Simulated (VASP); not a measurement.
# Pt in VASP: a series of runs

Pt is run at these levels: PBE; tasks: single point.

All numbers are computed with VASP 6.6.1; they aren't measurements. Logs are shortened: lines on timing, memory, paths and dates and some standing lists are left out, and cuts for length are marked.

## Step 1: The cell of the first run

The cell holds a slab with vacuum, 1 atom: a = 2.808 Å, b = 2.808 Å, c = 16.000 Å, α = 90.00°, β = 90.00°, γ = 90.00°.

## Step 2: Single point, PBE

The input, INCAR:

```
PREC = Accurate
ENCUT = 520
EDIFF = 1E-7
ISMEAR = -1
SIGMA = 0.08
LREAL = F
LASPH = T
NELM = 100
ALGO = Normal
ISIF = 2
LWAVE = F
LCHARG = F
LDIPOL = T
IDIPOL = 3
DIPOL = 0.5 0.5 0.500
GGA = PE
EFIELD = -0.3
NBANDS = 11
```

The input, KPOINTS:

```
regular mesh
0
Gamma
  12 12 1
```

The input, POSCAR:

```
Pt
1.0
    2.8080030019      0.0000000000      0.0000000000
    0.0000000000      2.8080030019      0.0000000000
    0.0000000000      0.0000000000     16.0000000000
Pt
1
Direct
    0.0000000000      0.0000000000      0.5000000000
```

Potentials or basis: VASP PAW PBE potentials, release 64 (Pt).

The run is started by

```bash
$ cat potpaw_PBE.64/Pt/POTCAR > POTCAR
$ mpirun -np 1 vasp_std > vasp.out
```

OUTCAR:

```text
PREC = Accurate
   ENCUT = 520
   EDIFF = 1E-7
   ISMEAR = -1
   LREAL = F
   LASPH = T
   NELM = 100
   ISIF = 2
   GGA = PE

 ion  position               nearest neighbor table
   1  0.000  0.000  0.500-

  LATTYP: Found a simple tetragonal cell.
 ALAT       =     2.8080030019
 C/A-ratio  =     5.6979996065

  Lattice vectors:

 A1 = (   2.8080030019,   0.0000000000,   0.0000000000)
 A2 = (   0.0000000000,   2.8080030019,   0.0000000000)
 A3 = (   0.0000000000,   0.0000000000,  16.0000000000)

Analysis of symmetry for initial positions (statically):
=====================================================================
 Subroutine PRICEL returns:
 Original cell was already a primitive cell.

 Routine SETGRP: Setting up the symmetry group for a
 simple tetragonal supercell.

 Subroutine GETGRP returns: Found 16 space group operations
 (whereof 16 operations were pure point group operations)
 out of a pool of 16 trial point group operations.

The static configuration has the point symmetry D_4h.

Analysis of symmetry for dynamics (positions and initial velocities):
=====================================================================
 An external electric field (EFIELD) may reduce the allowed symmetry operations
 Subroutine PRICEL returns:
 Original cell was already a primitive cell.

 Routine SETGRP: Setting up the symmetry group for a
 simple tetragonal supercell.

 Subroutine GETGRP returns: Found  8 space group operations
 (whereof  8 operations were pure point group operations)
 out of a pool of 16 trial point group operations.

The dynamic configuration has the point symmetry C_4v.

 Subroutine INISYM returns: Found  8 space group operations
 (whereof  8 operations are pure point group operations),
 and found     1 'primitive' translations

----------------------------------------------------------------------------------------

                                     Primitive cell

  volume of cell :     126.1581

  direct lattice vectors                    reciprocal lattice vectors
     2.808003002  0.000000000  0.000000000     0.356124975  0.000000000  0.000000000
     0.000000000  2.808003002  0.000000000     0.000000000  0.356124975  0.000000000
     0.000000000  0.000000000 16.000000000     0.000000000  0.000000000  0.062500000

  length of vectors
     2.808003002  2.808003002 16.000000000     0.356124975  0.356124975  0.062500000

  position of ions in fractional coordinates (direct lattice)
     0.000000000  0.000000000  0.500000000

[... 87 lines left out ...]
   NUPDOWN=      -1.0000    fix difference up-down
   EMIN   =  10.00;   EMAX   =-10.00  energy-range for DOS
   EFERMI =   0.00;   METHOD = LEGACY
   ISMEAR =    -1;   SIGMA  =   0.08  broadening in eV -4-tet -1-fermi 0-gaus
   EFERMI_NEDOS =   21; number of points for ismear=-14 and -15
   IALGO  =     38    algorithm
   IMIX   =      4    mixing-type and parameters
     AMIX     =   0.40;   BMIX     =  1.00
     AMIX_MAG =   1.60;   BMIX_MAG =  1.00
  volume/ion in A,a.u.               =     126.16       851.36
  Fermi-wavevector in a.u.,A,eV,Ry     =   0.703239  1.328930  6.728700  0.494545
  Thomas-Fermi vector in A             =   1.788156
   LORBIT       =      0    0 simple, 1 ext, 2 COOP (PROOUT), +10 PAW based schemes
   GGA     = PE    functional components
   LHFCALC =     F    Hartree Fock is set to
   AEXX    =    0.0000 exact exchange contribution
   IVDW    =     0    specifies the selected vdW correction
   LEPSILON=     F    determine dielectric tensor
   LRPA    =     F    only Hartree local field effects (RPA)
 non-spin polarized calculation
  energy-cutoff  :      520.00
  volume of cell :      126.16
 maximum number of plane-waves:      3435
 NGX is ok and might be reduce to    24
   NGX = 11   NGY = 11   NGZ = 59

 number of electron      10.0000001 magnetization

 dipolmoment           0.000000      0.000000     -0.038335 electrons x Angstroem

 Free energy of the ion-electron system (eV)
  ---------------------------------------------------
  ext. energy  EPLUGINS =         0.00000000
  ---------------------------------------------------
  free energy    TOTEN  =        -4.19663977 eV

  energy without entropy =       -4.12245145  energy(sigma->0) =       -4.15954561

 E-fermi :  -4.3586     XC(G=0):  -2.7809

 val. band max:       -4.3610914401   @ k =   0.0833   0.0000   0.0000
 cond. band min:      -4.3534201956   @ k =   0.4167   0.0833   0.0000
 fundamental gap:      0.0076712445
 Fermi energy:        -4.3586293628

 k-point     1 :       0.0000    0.0000    0.0000
  band No.  band energies     occupation
      1      -9.3310      2.00000
      2      -8.0680      2.00000
      3      -5.5689      2.00000
      4      -4.3746      1.09953
      5      -4.3746      1.09953
      6      -3.9221      0.00850
      7      -1.7018      0.00000
      8       1.0991      0.00000
      9       2.5190      0.00000
     10       3.0157      0.00000
     11       5.3047      0.00000
[... 309 lines left out ...]
 k-point    24 :       0.4167    0.3333    0.0000
  band No.  band energies     occupation
      1      -7.3773      2.00000
      2      -6.1248      2.00000
      3      -5.7081      2.00000
      4      -4.7567      1.98629
      5      -4.3621      1.02199
      6      -1.2804      0.00000
      7       3.2573      0.00000
      8       4.7867      0.00000
      9       6.5095      0.00000
     10       7.5173      0.00000
     11       7.9439      0.00000

 [... further k-points ...]

------------------------ aborting loop because EDIFF is reached ----------------------------------------

 vacuum level on the upper side and lower side of the slab       (xc-potential included)         1.885        -1.905

  FORCE on cell =-STRESS in cart. coord.  units (eV):
  Direction    XX          YY          ZZ          XY          YZ          ZX
  --------------------------------------------------------------------------------------
  -------------------------------------------------------------------------------------
  Total       -4.4871315     -4.4871315     -0.0230638      0.0000000      0.0000000      0.0000000
  in kB      -56.9854864    -56.9854864     -0.2929052      0.0000000      0.0000000      0.0000000
  external PRESSURE =     -38.0879594 kB  Pullay stress =       0.0000000 kB

 VOLUME and BASIS-vectors are now :
 -----------------------------------------------------------------------------
  energy-cutoff  :      520.00
  volume of cell :      126.16
      direct lattice vectors                 reciprocal lattice vectors
     2.808003002  0.000000000  0.000000000     0.356124975  0.000000000  0.000000000
     0.000000000  2.808003002  0.000000000     0.000000000  0.356124975  0.000000000
     0.000000000  0.000000000 16.000000000     0.000000000  0.000000000  0.062500000

 POSITION                                       TOTAL-FORCE (eV/Angst)
 -----------------------------------------------------------------------------------
      0.00000      0.00000      8.00000        -0.000000      0.000000      0.000001
 -----------------------------------------------------------------------------------
    total drift:                                0.000000      0.000000      0.000001

  FREE ENERGIE OF THE ION-ELECTRON SYSTEM (eV)
  ---------------------------------------------------
  free  energy   TOTEN  =        -4.1966397727 eV

  energy  without entropy=       -4.1224514506  energy(sigma->0) =       -4.15954561

 vacuum level on the upper side and lower side of the slab         3.906         0.145
```

OSZICAR:

```text
N       E                     dE             d eps       ncg     rms          rms(c)
DAV:   1     0.529140557617E+02    0.52914E+02   -0.33145E+03   616   0.647E+02
DAV:   2    -0.187913695742E+01   -0.54793E+02   -0.50301E+02  1016   0.109E+02
DAV:   3    -0.448473308139E+01   -0.26056E+01   -0.25341E+01   738   0.286E+01
DAV:   4    -0.450836460701E+01   -0.23632E-01   -0.23588E-01   713   0.307E+00
[... 10 lines left out ...]
DAV:  15    -0.419663661264E+01   -0.91849E-05   -0.62053E-07   691   0.290E-03    0.486E-04
DAV:  16    -0.419663887201E+01   -0.22594E-05   -0.17121E-07   702   0.162E-03    0.225E-04
DAV:  17    -0.419663947323E+01   -0.60123E-06   -0.22975E-08   687   0.631E-04    0.904E-05
DAV:  18    -0.419663971570E+01   -0.24247E-06   -0.14079E-08   658   0.397E-04    0.384E-05
DAV:  19    -0.419663977269E+01   -0.56990E-07   -0.26676E-09   673   0.154E-04
   1 F= -.41966398E+01 E0= -.41595456E+01  d E =-.741883E-01
```

stdout:

```text
POSCAR found type information on POSCAR Pt
 POSCAR found :  1 types and       1 ions
 scaLAPACK will be used
 LDA part: xc-table for (Slater+PW92), standard interpolation
 POSCAR, INCAR and KPOINTS ok, starting setup
 FFT: planning ... GRIDC
 FFT: planning ... GRID_SOFT
 FFT: planning ... GRID
 WAVECAR not read
 entering main loop
```

Run time: 70 s. Hardware: 1 thread of Intel Xeon 8259CL, shared host; peak memory 0.24 GiB.

What came out:

* Free energy: -4.1966 eV
* Band gap on the k mesh: zero (bands 5 and 6 overlap by 2.06 eV)

Levels at points of the mesh, in eV from the Fermi level:
| k point | band 1 | band 2 | band 3 | band 4 | band 5 | band 6 | band 7 | band 8 | band 9 | band 10 |
| --- | --- | --- | --- | --- | --- | --- | --- | --- | --- | --- |
| (0.00, 0.00, 0.00) | -4.97 | -3.71 | -1.21 | -0.02 | -0.02 | 0.44 | 2.66 | 5.46 | 6.88 | 7.37 |
| (0.50, 0.00, 0.00) | -3.50 | -2.25 | -0.98 | -0.47 | 0.19 | 2.34 | 4.19 | 7.05 | 9.67 | 10.20 |
| (0.50, 0.50, 0.00) | -3.57 | -1.72 | -1.72 | -0.09 | 1.58 | 6.64 | 6.64 | 8.75 | 11.70 | 12.49 |

Caveat: spin-orbit coupling is left out, which moves the levels of the heavy elements.

[end of part 1 of 2]
